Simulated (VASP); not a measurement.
# ZnGeP2 (I-42d) in VASP: single point with PBE

Aim: the single point of ZnGeP2 with PBE.

Everything below comes from runs of VASP 6.6.1. Logs are shortened: lines on timing, memory, paths and dates and some standing lists are left out, and cuts for length are marked.

## 1. The cell of the first run

It takes space group I-42d (No. 122, tetragonal). Conventional cell: a = 5.463 Å, b = 5.463 Å, c = 10.765 Å, α = 90.00°, β = 90.00°, γ = 90.00°. Within 3.1 Å of Ge (site symmetry -4) lie 4 P at 2.31 Å. Zn (site symmetry -4) has 4 P at 2.40 Å within 3.2 Å. P (site symmetry 2) has 2 Ge at 2.31 Å and 2 Zn at 2.40 Å within 3.1 Å.

## 2. Single point, PBE

Input file INCAR:

```
SYSTEM = ZnGeP2
PREC     = Accurate       ! precision mode
ENCUT    = 500            ! plane-wave cutoff, eV
EDIFF    = 1E-6           ! SCF threshold, eV
ISMEAR   = -1             ! smearing method
SIGMA    = 0.1            ! smearing width, eV
LREAL    = .FALSE.        ! projectors in reciprocal space
LASPH    = .TRUE.         ! aspherical terms in the spheres
NELM     = 120            ! most SCF steps
ALGO     = Normal         ! electronic algorithm
ISIF     = 2              ! what is computed and relaxed
LWAVE    = .FALSE.        ! write WAVECAR
LCHARG   = .FALSE.        ! write CHGCAR
GGA      = PE             ! functional
NBANDS   = 46             ! bands
GGA_COMPAT= .FALSE.
```

Input file KPOINTS:

```
regular mesh
0
G
  5 5 5
  0 0 0
```

Input file POSCAR:

```
ZnGeP2
1.0
    0.0000000000      5.4625200000      0.0000000000
    5.4625200000      0.0000000000      0.0000000000
    2.7312600000      2.7312600000     -5.3824830000
Ge Zn P
2 2 4
Direct
    0.5000000000      0.5000000000      0.0000000000
    0.2500000000      0.7500000000      0.5000000000
    0.0000000000      0.0000000000      0.0000000000
    0.7500000000      0.2500000000      0.5000000000
    0.3750000000      0.3890000000      0.7500000000
    0.6110000000      0.1250000000      0.2500000000
    0.8750000000      0.8610000000      0.7500000000
    0.1390000000      0.6250000000      0.2500000000
```

Potentials or basis: VASP PAW PBE potentials, release 64 (Ge_d, Zn, P).

Run with:

```bash
cat potpaw_PBE.64/Ge_d/POTCAR potpaw_PBE.64/Zn/POTCAR potpaw_PBE.64/P/POTCAR > POTCAR
mpirun -np 1 vasp_std > vasp.out
```

OUTCAR:

```text
SYSTEM = ZnGeP2
   PREC = Accurate
   ENCUT = 500
   EDIFF = 1E-6
   ISMEAR = -1
   LREAL = .FALSE.
   LASPH = .TRUE.
   NELM = 120
   ISIF = 2
   GGA = PE

 ion  position               nearest neighbor table
   1  0.500  0.500  0.000-   5 2.31   6 2.31   7 2.31   8 2.31
   2  0.250  0.750  0.500-   5 2.31   6 2.31   7 2.31   8 2.31
   3  0.000  0.000  0.000-   5 2.40   6 2.40   7 2.40   8 2.40
   4  0.750  0.250  0.500-   5 2.40   6 2.40   7 2.40   8 2.40
   5  0.375  0.389  0.750-   1 2.31   2 2.31   3 2.40   4 2.40
   6  0.611  0.125  0.250-   1 2.31   2 2.31   3 2.40   4 2.40
   7  0.875  0.861  0.750-   1 2.31   2 2.31   3 2.40   4 2.40
   8  0.139  0.625  0.250-   1 2.31   2 2.31   3 2.40   4 2.40

  LATTYP: Found a body centered tetragonal cell.
 ALAT       =     5.4625200000
 C/A-ratio  =     1.9706959425

  Lattice vectors:

 A1 = (  -2.7312600000,   2.7312600000,   5.3824830000)
 A2 = (   2.7312600000,  -2.7312600000,   5.3824830000)
 A3 = (   2.7312600000,   2.7312600000,  -5.3824830000)

Analysis of symmetry for initial positions (statically):
=====================================================================
 Subroutine PRICEL returns:
 Original cell was already a primitive cell.

 Routine SETGRP: Setting up the symmetry group for a
 body centered tetragonal supercell.

 Subroutine GETGRP returns: Found  8 space group operations
 (whereof  4 operations were pure point group operations)
 out of a pool of 16 trial point group operations.

The static configuration has the point symmetry S_4 .
 The point group associated with its full space group is D_2d.

Analysis of symmetry for dynamics (positions and initial velocities):
=====================================================================
 Subroutine PRICEL returns:
 Original cell was already a primitive cell.

 Routine SETGRP: Setting up the symmetry group for a
 body centered tetragonal supercell.

 Subroutine GETGRP returns: Found  8 space group operations
 (whereof  4 operations were pure point group operations)
 out of a pool of 16 trial point group operations.

The dynamic configuration has the point symmetry S_4 .
 The point group associated with its full space group is D_2d.

 Subroutine INISYM returns: Found  8 space group operations
 (whereof  4 operations are pure point group operations),
 and found     1 'primitive' translations

----------------------------------------------------------------------------------------

                                     Primitive cell

  volume of cell :     160.6086

  direct lattice vectors                    reciprocal lattice vectors
     0.000000000  5.462520000  0.000000000     0.000000000  0.183065691  0.092893930
     5.462520000  0.000000000  0.000000000     0.183065691  0.000000000  0.092893930
     2.731260000  2.731260000 -5.382483000     0.000000000  0.000000000 -0.185787860

  length of vectors
     5.462520000  5.462520000  6.625004575     0.205285970  0.205285970  0.185787860

  position of ions in fractional coordinates (direct lattice)
     0.500000000  0.500000000  0.000000000
     0.250000000  0.750000000  0.500000000
     0.000000000  0.000000000  0.000000000
     0.750000000  0.250000000  0.500000000
     0.375000000  0.389000000  0.750000000
     0.611000000  0.125000000  0.250000000
     0.875000000  0.861000000  0.750000000
     0.139000000  0.625000000  0.250000000

  ion indices of the primitive-cell ions
   primitive index   ion index
                 1           1
                 2           2
                 3           3
                 4           4
                 5           5
                 6           6
                 7           7
                 8           8

----------------------------------------------------------------------------------------

 KPOINTS: regular mesh

Automatic generation of k-mesh.
 Grid dimensions read from file:
 generate k-points for:    5    5    5

 Generating k-lattice:

  Cartesian coordinates                     Fractional coordinates (reciprocal lattice)
     0.000000000  0.036613138  0.018578786     0.200000000  0.000000000  0.000000000
     0.036613138  0.000000000  0.018578786     0.000000000  0.200000000  0.000000000
     0.000000000  0.000000000 -0.037157572     0.000000000  0.000000000  0.200000000

  Length of vectors
     0.041057194  0.041057194  0.037157572

  Shift w.r.t. Gamma in fractional coordinates (k-lattice)
     0.000000000  0.000000000  0.000000000

 Subroutine IBZKPT returns following result:
 ===========================================

 Found     18 irreducible k-points:

 Following reciprocal coordinates:
            Coordinates               Weight
  0.000000  0.000000  0.000000      1.000000
  0.200000  0.000000  0.000000      8.000000
  0.400000  0.000000  0.000000      8.000000
  0.200000  0.200000  0.000000      8.000000
  0.400000  0.200000  0.000000     16.000000
 -0.400000  0.200000  0.000000     16.000000
[... 10 lines left out ...]
  0.000000  0.000000  0.400000      2.000000
 -0.200000  0.000000  0.400000      4.000000
   k-points           NKPTS =     18   k-points in BZ     NKDIM =     18   number of bands    NBANDS=     46
   number of dos      NEDOS =    301   number of ions     NIONS =      8
   total plane-waves  NPLWV =  76800
   dimension x,y,z NGX =    40 NGY =   40 NGZ =   48
   dimension x,y,z NGXF=    80 NGYF=   80 NGZF=   96
   ions per type =               2   2   4
   NGX,Y,Z   is equivalent  to a cutoff of  12.17, 12.17, 12.04 a.u.
   NGXF,Y,Z  is equivalent  to a cutoff of  24.35, 24.35, 24.09 a.u.
 SYSTEM =  ZnGeP2
   PREC   = accura    normal or accurate (medium, high low for compatibility)
   ISTART =      0    job   : 0-new  1-cont  2-samecut
   ICHARG =      2    charge: 1-file 2-atom 10-const
   ISPIN  =      1    spin polarized calculation?
   LNONCOLLINEAR =      F non collinear calculations
   LSORBIT =      F    spin-orbit coupling
   LASPH  =      T    aspherical Exc in radial PAW
   ENCUT  =  500.0 eV  36.75 Ry    6.06 a.u.   9.96  9.96 12.08*2*pi/ulx,y,z
   NELM   =    120;   NELMIN=  2; NELMDL= -5     # of ELM steps
   EDIFF  = 0.1E-05   stopping-criterion for ELM
   LREAL  =      F    real-space projection
   EDIFFG = 0.1E-04   stopping-criterion for IOM
   NSW    =      0    number of steps for IOM
   IBRION =     -1    ionic relax: 0-MD 1-quasi-New 2-CG
   NFREE  =      0    steps in history (QN), initial steepest desc. (CG)
   ISIF   =      2    stress and relaxation
   ISYM   =      2    0-nonsym 1-usesym 2-fastsym
   POTIM  = 0.5000    time-step for ionic-motion
   TEBEG  =    0.0;   TEEND  =   0.0 temperature during run
   PSTRESS=    0.0 pullay stress
   NELECT =      72.0000    total number of electrons
   NUPDOWN=      -1.0000    fix difference up-down
   EMIN   =  10.00;   EMAX   =-10.00  energy-range for DOS
   EFERMI =   0.00;   METHOD = LEGACY
   ISMEAR =    -1;   SIGMA  =   0.10  broadening in eV -4-tet -1-fermi 0-gaus
   EFERMI_NEDOS =   21; number of points for ismear=-14 and -15
   IALGO  =     38    algorithm
   IMIX   =      4    mixing-type and parameters
     AMIX     =   0.40;   BMIX     =  1.00
     AMIX_MAG =   1.60;   BMIX_MAG =  1.00
  volume/ion in A,a.u.               =      20.08       135.48
  Fermi-wavevector in a.u.,A,eV,Ry     =   1.252938  2.367709 21.359139  1.569852
  Thomas-Fermi vector in A             =   2.386814
   LORBIT       =      0    0 simple, 1 ext, 2 COOP (PROOUT), +10 PAW based schemes
   GGA     = PE    functional components
   LHFCALC =     F    Hartree Fock is set to
   AEXX    =    0.0000 exact exchange contribution
   IVDW    =     0    specifies the selected vdW correction
   LEPSILON=     F    determine dielectric tensor
   LRPA    =     F    only Hartree local field effects (RPA)
 non-spin polarized calculation
  energy-cutoff  :      500.00
  volume of cell :      160.61
 maximum number of plane-waves:      4103
   NGX = 19   NGY = 19   NGZ = 25

 number of electron      71.9999988 magnetization

 Free energy of the ion-electron system (eV)
  ---------------------------------------------------
  ext. energy  EPLUGINS =         0.00000000
  ---------------------------------------------------
  free energy    TOTEN  =       -34.46309486 eV

  energy without entropy =      -34.46290954  energy(sigma->0) =      -34.46300220

 E-fermi :   4.8553     XC(G=0):  -9.8211

 val. band max:        4.2165921947   @ k =   0.0000   0.0000   0.0000
 cond. band min:       5.5674869119   @ k =  -0.2000   0.0000   0.4000
 fundamental gap:      1.3508947171
 Fermi energy:         4.8553445585

 k-point     1 :       0.0000    0.0000    0.0000
  band No.  band energies     occupation
      1     -20.5720      2.00000
      2     -20.5697      2.00000
      3     -20.5697      2.00000
      4     -20.5656      2.00000
      5     -20.5586      2.00000
      6     -20.5586      2.00000
[... 38 lines left out ...]
     45       9.0347      0.00000
     46       9.1429      0.00000

 k-point     2 :       0.2000    0.0000    0.0000
  band No.  band energies     occupation
      1     -20.5719      2.00000
      2     -20.5699      2.00000
      3     -20.5693      2.00000
      4     -20.5656      2.00000
      5     -20.5596      2.00000
      6     -20.5582      2.00000
[... 38 lines left out ...]
     45       9.0350      0.00000
     46       9.8595      0.00000

 k-point     3 :       0.4000    0.0000    0.0000
  band No.  band energies     occupation
      1     -20.5715      2.00000
      2     -20.5707      2.00000
      3     -20.5685      2.00000
      4     -20.5646      2.00000
      5     -20.5619      2.00000
      6     -20.5577      2.00000
[... 724 lines left out ...]
     45       9.9140      0.00000
     46       9.9140      0.00000

 k-point    18 :      -0.2000    0.0000    0.4000
  band No.  band energies     occupation
      1     -20.5716      2.00000
      2     -20.5710      2.00000
      3     -20.5687      2.00000
      4     -20.5682      2.00000
      5     -20.5580      2.00000
      6     -20.5569      2.00000
[... 38 lines left out ...]
     45       9.6906      0.00000
     46       9.7689      0.00000

------------------------ aborting loop because EDIFF is reached ----------------------------------------

  FORCE on cell =-STRESS in cart. coord.  units (eV):
  Direction    XX          YY          ZZ          XY          YZ          ZX
  --------------------------------------------------------------------------------------
  -------------------------------------------------------------------------------------
  Total        2.2948166      2.2948166      1.8111292      0.0000000      0.0000000      0.0000000
  in kB       22.8923210     22.8923210     18.0672173      0.0000000      0.0000000      0.0000000
  external PRESSURE =      21.2839531 kB  Pullay stress =       0.0000000 kB

 VOLUME and BASIS-vectors are now :
 -----------------------------------------------------------------------------
  energy-cutoff  :      500.00
  volume of cell :      160.61
      direct lattice vectors                 reciprocal lattice vectors
     0.000000000  5.462520000  0.000000000     0.000000000  0.183065691  0.092893930
     5.462520000  0.000000000  0.000000000     0.183065691  0.000000000  0.092893930
     2.731260000  2.731260000 -5.382483000     0.000000000  0.000000000 -0.185787860

 POSITION                                       TOTAL-FORCE (eV/Angst)
 -----------------------------------------------------------------------------------
      2.73126      2.73126      0.00000        -0.000000     -0.000000     -0.000000
      5.46252      2.73126     -2.69124         0.000000     -0.000000     -0.000000
      0.00000      0.00000      0.00000        -0.000000     -0.000000     -0.000000
      2.73126      5.46252     -2.69124         0.000000     -0.000000     -0.000000
      4.17337      4.09689     -4.03686        -0.671703      0.000000     -0.000000
      1.36563      4.02041     -1.34562        -0.000000      0.671703     -0.000000
      6.75167      6.82815     -4.03686         0.671703      0.000000     -0.000000
      4.09689      1.44211     -1.34562        -0.000000     -0.671703      0.000000
 -----------------------------------------------------------------------------------
    total drift:                               -0.000003     -0.000003     -0.000001

  FREE ENERGIE OF THE ION-ELECTRON SYSTEM (eV)
  ---------------------------------------------------
  free  energy   TOTEN  =       -34.4630948599 eV

  energy  without entropy=      -34.4629095399  energy(sigma->0) =      -34.46300220
```

Run time: 3.2 min. Hardware: 1 thread of Intel Xeon 8259CL, shared host; peak memory 0.32 GiB.

Results:

* Free energy: -34.4631 eV
* Pressure: 2.1 GPa
* Largest force: 0.672 eV/Å
* Band gap on the k mesh: 1.35 eV, indirect (least direct gap 1.49 eV)

Forces in eV/Å, atoms in the order of the input:
```
Ge   0.000  0.000  0.000
Ge   0.000  0.000  0.000
Zn   0.000  0.000  0.000
Zn   0.000  0.000  0.000
P   -0.672  0.000  0.000
P    0.000  0.672  0.000
P    0.672  0.000  0.000
P    0.000 -0.672  0.000
```

A k mesh can miss the band edges. A hybrid or GW would open this gap; PBE tends to underestimate it.
